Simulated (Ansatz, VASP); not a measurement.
Sb in VASP and in Ansatz

```
Sb
1.0
     0.00000    2.37415    2.30500
     2.37415    0.00000    2.30500
     2.37415    2.37415    0.00000
Sb
1
Direct
  0.00000 0.00000 0.00000
```

Change from the starting cell: equal xx and yy strain of +3 %.

Alike in both runs: task single point; functional PBEsol; k mesh 12 × 12 × 12; occupations fermi-dirac, width 0.05 eV; no spin polarisation.

```csv
,VASP,Ansatz
version,VASP 6.6.1,Ansatz 0.2.0
potentials or method,"VASP PAW PBE potentials, release 64 (Sb), cutoff 520 eV","all-electron LAPW, scalar-relativistic"
```

Ansatz gave:

| Property | Result |
| --- | --- |
| pressure (GPa) | 0.7 |
| traceless stress, the component that is largest in VASP (GPa) | -0.32 |

Which values does VASP return?

Pressure (GPa): 0.7; traceless stress, the component that is largest in VASP (GPa): -0.31.

VASP's potentials were made for PBE, not for PBEsol. Ansatz ran all-electron here, and VASP with PAW potentials.

Neither program's run includes spin-orbit coupling.
